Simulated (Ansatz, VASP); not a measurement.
**BiBrO: VASP beside Ansatz**

The input INCAR:

```
SYSTEM = BiBrO
ALGO     = Normal         ! electronic algorithm
EDIFF    = 1E-6           ! SCF threshold, eV
ENCUT    = 520            ! plane-wave cutoff, eV
ISIF     = 2              ! what is computed and relaxed
ISMEAR   = 0              ! smearing method
LASPH    = .TRUE.         ! aspherical terms in the spheres
LCHARG   = .TRUE.         ! write CHGCAR
LELF     = .TRUE.         ! ELF
LREAL    = .FALSE.        ! projectors in reciprocal space
LVHAR    = .TRUE.       
LWAVE    = .FALSE.        ! write WAVECAR
NBANDS   = 37             ! bands
NELM     = 100            ! most SCF steps
PREC     = Accurate       ! precision mode
SIGMA    = 0.05           ! smearing width, eV
```

The input KPOINTS:

```
k-points
0
G
  8 8 4
  0 0 0
```

Contents of POSCAR:

```
BiBrO
1.0
    3.8179000000      0.0000000000      0.0000000000
    0.0000000000      3.8179000000      0.0000000000
    0.0000000000      0.0000000000      7.4924000000
Bi Br O
2 2 2
Direct
    0.0000000000      0.5000000000      0.1575579020
    0.5000000000      0.0000000000      0.8424420980
    0.0000000000      0.5000000000      0.6517216503
    0.5000000000      0.0000000000      0.3482783497
    0.0000000000      0.0000000000      0.0000000000
    0.5000000000      0.5000000000      0.0000000000
```

Input for Ansatz:

```yaml
crystal:
  lattice:
    - [3.8179, 0.0, 0.0]
    - [0.0, 3.8179, 0.0]
    - [0.0, 0.0, 7.4924]
  atoms:
    - { symbol: Bi, position: [0.0, 0.5, 0.157557902] }
    - { symbol: Bi, position: [0.5, 0.0, 0.842442098] }
    - { symbol: Br, position: [0.0, 0.5, 0.6517216503] }
    - { symbol: Br, position: [0.5, 0.0, 0.3482783497] }
    - { symbol: O, position: [0.0, 0.0, 0.0] }
    - { symbol: O, position: [0.5, 0.5, 0.0] }
basis:
  ecutwfc: 520.0
kpoints:
  mp_grid: { grid: [8, 8, 4] }
hamiltonian:
  xc: lda
  pseudopotentials: { kind: paw }
scf:
  occupations: { method: gaussian, width: 0.05 }
output:
  forces: true
  stress: true
  eigenvalues: true
```

Alike in both runs: task single point; functional LDA; k mesh 8 × 8 × 4; occupations gaussian, width 0.05 eV; no spin polarisation.

|  | VASP | Ansatz |
| --- | --- | --- |
| version | VASP 6.6.1 | Ansatz 0.2.0 |
| potentials or method | VASP PAW LDA potentials, release 64 (Bi_d, Br, O), cutoff 520 eV | scalar-relativistic, plane waves, PAW |
| valence electrons in the cell | 56 | 56 |

Ansatz gave:

```
gap on the k mesh at the Fermi level (eV)                     : 1.92
least direct gap on the mesh (eV)                             : 2.12
pressure (GPa)                                                : 9.4
traceless stress, the component that is largest in VASP (GPa) : -0.26
rms of the force components (eV/Å)                            : 0.446
```

Q: Estimate VASP's values.

A: gap on the k mesh at the Fermi level (eV): 1.89; least direct gap on the mesh (eV): 2.11; pressure (GPa): 9.9; traceless stress, the component that is largest in VASP (GPa): -0.34; rms of the force components (eV/Å): 0.479.

LDA's correlation is that of Perdew and Zunger in VASP and of Perdew and Wang (1992) in Ansatz. Atom by atom the forces differ by 0.033 eV/Å (rms over components).

Neither program's run includes spin-orbit coupling.
